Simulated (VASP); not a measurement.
# Cl (Cmce) in VASP: single point with PBE

Aim: the single point of Cl with PBE.

Everything below comes from runs of VASP 6.6.1. Logs are shortened: lines on timing, memory, paths and dates and some standing lists are left out, and cuts for length are marked.

## 1. The cell of the first run

Symmetry: Cmce, No. 64, orthorhombic system. Conventional cell: a = 6.291 Å, b = 4.225 Å, c = 8.224 Å, α = 90.00°, β = 90.00°, γ = 90.00°. Within 2.8 Å of Cl (site symmetry m) lie 1 Cl at 2.14 Å.

## 2. Single point, PBE (Br replaced by Cl, lengths x 0.910, strained)

Contents of INCAR:

```
SYSTEM = Cl
  PREC = Accurate
  ENCUT = 520
  EDIFF = 1E-6
  ISMEAR = 0
  SIGMA = 0.02
  LREAL = .FALSE.
  LASPH = .TRUE.
  NELM = 60
  ALGO = Normal
  ISIF = 2
  LWAVE = .FALSE.
  LCHARG = .FALSE.
  GGA = PE
  NBANDS = 22
```

Contents of KPOINTS:

```
Automatic mesh
0
G
  8 8 4
  0 0 0
```

Contents of POSCAR:

```
Cl
1.0
    3.1453488885     -2.1126181440      0.0000000000
    3.1453488885      2.1126181440      0.0000000000
    0.0000000000      0.0000000000      8.2241206320
Cl
4
Direct
    0.1350000000      0.8650000000      0.1100000000
    0.6350000000      0.3650000000      0.3900000000
    0.8650000000      0.1350000000      0.8900000000
    0.3650000000      0.6350000000      0.6100000000
```

Potentials or basis: VASP PAW PBE potentials, release 64 (Cl).

On the command line:

```sh
cat potpaw_PBE.64/Cl/POTCAR > POTCAR
mpirun -np 1 vasp_std > vasp.out
```

OUTCAR:

```text
SYSTEM = Cl
   PREC = Accurate
   ENCUT = 520
   EDIFF = 1E-6
   ISMEAR = 0
   LREAL = .FALSE.
   LASPH = .TRUE.
   NELM = 60
   ISIF = 2
   GGA = PE

 ion  position               nearest neighbor table
   1  0.135  0.865  0.110-   3 2.14
   2  0.635  0.365  0.390-   4 2.14
   3  0.865  0.135  0.890-   1 2.14
   4  0.365  0.635  0.610-   2 2.14

  LATTYP: Found a base centered orthorhombic cell.
 ALAT       =     4.2252362880
 B/A-ratio  =     1.4888392857
 C/A-ratio  =     1.9464285714

  Lattice vectors:

 A1 = (  -3.1453488885,  -2.1126181440,   0.0000000000)
 A2 = (   3.1453488885,  -2.1126181440,   0.0000000000)
 A3 = (   0.0000000000,   0.0000000000,   8.2241206320)

Analysis of symmetry for initial positions (statically):
=====================================================================
 Subroutine PRICEL returns:
 Original cell was already a primitive cell.

 Routine SETGRP: Setting up the symmetry group for a
 base centered orthorhombic supercell.

 Subroutine GETGRP returns: Found  8 space group operations
 (whereof  4 operations were pure point group operations)
 out of a pool of  8 trial point group operations.

The static configuration has the point symmetry C_2h.
 The point group associated with its full space group is D_2h.

Analysis of symmetry for dynamics (positions and initial velocities):
=====================================================================
 Subroutine PRICEL returns:
 Original cell was already a primitive cell.

 Routine SETGRP: Setting up the symmetry group for a
 base centered orthorhombic supercell.

 Subroutine GETGRP returns: Found  8 space group operations
 (whereof  4 operations were pure point group operations)
 out of a pool of  8 trial point group operations.

The dynamic configuration has the point symmetry C_2h.
 The point group associated with its full space group is D_2h.

 Subroutine INISYM returns: Found  8 space group operations
 (whereof  4 operations are pure point group operations),
 and found     1 'primitive' translations

----------------------------------------------------------------------------------------

                                     Primitive cell

  volume of cell :     109.2973

  direct lattice vectors                    reciprocal lattice vectors
     3.145348889 -2.112618144  0.000000000     0.158964877 -0.236673154  0.000000000
     3.145348889  2.112618144  0.000000000     0.158964877  0.236673154  0.000000000
[... 83 lines left out ...]
   ISPIN  =      1    spin polarized calculation?
   LNONCOLLINEAR =      F non collinear calculations
   LSORBIT =      F    spin-orbit coupling
   LASPH  =      T    aspherical Exc in radial PAW
   ENCUT  =  520.0 eV  38.22 Ry    6.18 a.u.   7.04  7.04 15.29*2*pi/ulx,y,z
   NELM   =     60;   NELMIN=  2; NELMDL= -5     # of ELM steps
   EDIFF  = 0.1E-05   stopping-criterion for ELM
   LREAL  =      F    real-space projection
   EDIFFG = 0.1E-04   stopping-criterion for IOM
   NSW    =      0    number of steps for IOM
   IBRION =     -1    ionic relax: 0-MD 1-quasi-New 2-CG
   NFREE  =      0    steps in history (QN), initial steepest desc. (CG)
   ISIF   =      2    stress and relaxation
   ISYM   =      2    0-nonsym 1-usesym 2-fastsym
   POTIM  = 0.5000    time-step for ionic-motion
   TEBEG  =    0.0;   TEEND  =   0.0 temperature during run
   PSTRESS=    0.0 pullay stress
   NELECT =      28.0000    total number of electrons
   NUPDOWN=      -1.0000    fix difference up-down
   EMIN   =  10.00;   EMAX   =-10.00  energy-range for DOS
   EFERMI =   0.00;   METHOD = LEGACY
   ISMEAR =     0;   SIGMA  =   0.02  broadening in eV -4-tet -1-fermi 0-gaus
   EFERMI_NEDOS =   21; number of points for ismear=-14 and -15
   IALGO  =     38    algorithm
   IMIX   =      4    mixing-type and parameters
     AMIX     =   0.40;   BMIX     =  1.00
     AMIX_MAG =   1.60;   BMIX_MAG =  1.00
  volume/ion in A,a.u.               =      27.32       184.39
  Fermi-wavevector in a.u.,A,eV,Ry     =   1.039739  1.964822 14.708681  1.081058
  Thomas-Fermi vector in A             =   2.174283
   LORBIT       =      0    0 simple, 1 ext, 2 COOP (PROOUT), +10 PAW based schemes
   GGA     = PE    functional components
   LHFCALC =     F    Hartree Fock is set to
   AEXX    =    0.0000 exact exchange contribution
   IVDW    =     0    specifies the selected vdW correction
   LEPSILON=     F    determine dielectric tensor
   LRPA    =     F    only Hartree local field effects (RPA)
 non-spin polarized calculation
 Gauss-broadening in eV      SIGMA  =   0.02
  energy-cutoff  :      520.00
  volume of cell :      109.30
 maximum number of plane-waves:      2966
   NGX = 15   NGY = 15   NGZ = 31

 number of electron      28.0000005 magnetization

 Free energy of the ion-electron system (eV)
  ---------------------------------------------------
  ext. energy  EPLUGINS =         0.00000000
  ---------------------------------------------------
  free energy    TOTEN  =        -7.10182564 eV

  energy without entropy =       -7.10182564  energy(sigma->0) =       -7.10182564

 E-fermi :  -0.2585     XC(G=0):  -8.0781

 val. band max:       -0.3510347263   @ k =   0.5000  -0.0000   0.5000
 cond. band min:       1.4722931003   @ k =   0.0000   0.0000   0.0000
 fundamental gap:      1.8233278265
 Fermi energy:        -0.2585230113

 k-point     1 :       0.0000    0.0000    0.0000
  band No.  band energies     occupation
      1     -16.2545      2.00000
      2     -15.8745      2.00000
      3     -13.3038      2.00000
      4     -12.4859      2.00000
      5      -5.3531      2.00000
      6      -4.2389      2.00000
[... 589 lines left out ...]
     21      10.2659      0.00000
     22      10.4798      0.00000

 [... further k-points ...]
[... 5 lines left out ...]
  --------------------------------------------------------------------------------------
  -------------------------------------------------------------------------------------
  Total        1.1984295     -1.4534413     -4.3188977      0.0000000     -0.0000000      0.0000000
  in kB       17.5676548    -21.3058463    -63.3102750      0.0000000     -0.0000000      0.0000000
  external PRESSURE =     -22.3494888 kB  Pullay stress =       0.0000000 kB

 VOLUME and BASIS-vectors are now :
 -----------------------------------------------------------------------------
  energy-cutoff  :      520.00
  volume of cell :      109.30
      direct lattice vectors                 reciprocal lattice vectors
     3.145348889 -2.112618144  0.000000000     0.158964877 -0.236673154  0.000000000
     3.145348889  2.112618144  0.000000000     0.158964877  0.236673154  0.000000000
     0.000000000  0.000000000  8.224120632     0.000000000  0.000000000  0.121593547

 POSITION                                       TOTAL-FORCE (eV/Angst)
 -----------------------------------------------------------------------------------
      3.14535      1.54221      0.90465         0.000000      0.783771     -1.070645
      3.14535     -0.57041      3.20741         0.000000      0.783771      1.070645
      3.14535     -1.54221      7.31947         0.000000     -0.783771      1.070645
      3.14535      0.57041      5.01671         0.000000     -0.783771     -1.070645
 -----------------------------------------------------------------------------------
    total drift:                                0.000000     -0.000000     -0.000000

  FREE ENERGIE OF THE ION-ELECTRON SYSTEM (eV)
  ---------------------------------------------------
  free  energy   TOTEN  =        -7.1018256351 eV

  energy  without entropy=       -7.1018256351  energy(sigma->0) =       -7.10182564
```

OSZICAR:

```text
N       E                     dE             d eps       ncg     rms          rms(c)
DAV:   1     0.177384479081E+03    0.17738E+03   -0.12273E+04  2772   0.108E+03
DAV:   2     0.458911977370E+01   -0.17280E+03   -0.16799E+03  4068   0.203E+02
DAV:   3    -0.744972554063E+01   -0.12039E+02   -0.11989E+02  3502   0.607E+01
DAV:   4    -0.760547268461E+01   -0.15575E+00   -0.15568E+00  3628   0.837E+00
DAV:   5    -0.760825212936E+01   -0.27794E-02   -0.27793E-02  3464   0.109E+00    0.125E+01
DAV:   6    -0.723152643371E+01    0.37673E+00   -0.25931E-01  3462   0.281E+00    0.817E+00
DAV:   7    -0.711212244169E+01    0.11940E+00   -0.55394E-01  3348   0.398E+00    0.796E-01
DAV:   8    -0.710162576375E+01    0.10497E-01   -0.64372E-02  3150   0.147E+00    0.322E-01
DAV:   9    -0.710172603550E+01   -0.10027E-03   -0.14135E-03  3468   0.244E-01    0.788E-02
DAV:  10    -0.710182558932E+01   -0.99554E-04   -0.14883E-04  3562   0.762E-02    0.516E-02
DAV:  11    -0.710182545468E+01    0.13464E-06   -0.34508E-05  3450   0.337E-02    0.110E-02
DAV:  12    -0.710182563509E+01   -0.18042E-06   -0.42912E-06  3354   0.125E-02
   1 F= -.71018256E+01 E0= -.71018256E+01  d E =-.899696E-13
```

stdout:

```text
POSCAR found type information on POSCAR Cl
 POSCAR found :  1 types and       4 ions
 scaLAPACK will be used
 LDA part: xc-table for (Slater+PW92), standard interpolation
 POSCAR, INCAR and KPOINTS ok, starting setup
 FFT: planning ... GRIDC
 FFT: planning ... GRID_SOFT
 FFT: planning ... GRID
 WAVECAR not read
 entering main loop
```

It took 63 s on 1 thread of AMD EPYC 9R45 (Zen 5), shared host; peak memory 0.23 GiB.

Results:

| Property | Result |
| --- | --- |
| Free energy | -7.1018 eV |
| Pressure | -2.2 GPa |
| Largest force | 1.327 eV/Å |
| Band gap on the k mesh | 1.82 eV (least direct gap 1.84 eV) |

Forces in eV/Å, atoms in the order of the input:
```
Cl   0.000  0.784 -1.071
Cl   0.000  0.784  1.071
Cl   0.000 -0.784  1.071
Cl   0.000 -0.784 -1.071
```

Stress tensor (GPa, compression positive):
```
 1.76  0.00  0.00
 0.00 -2.13  0.00
 0.00  0.00 -6.33
```

Caveat: the cell differs from its parent crystal (Br replaced by Cl, lengths x 0.910, strained); this functional lacks dispersion, which holds the molecules together, so the pressure and a relaxed volume are unreliable; forces of over 1 eV/Å act on the atoms, so gaps and moduli don't describe the material at rest. A k mesh can miss the band edges.
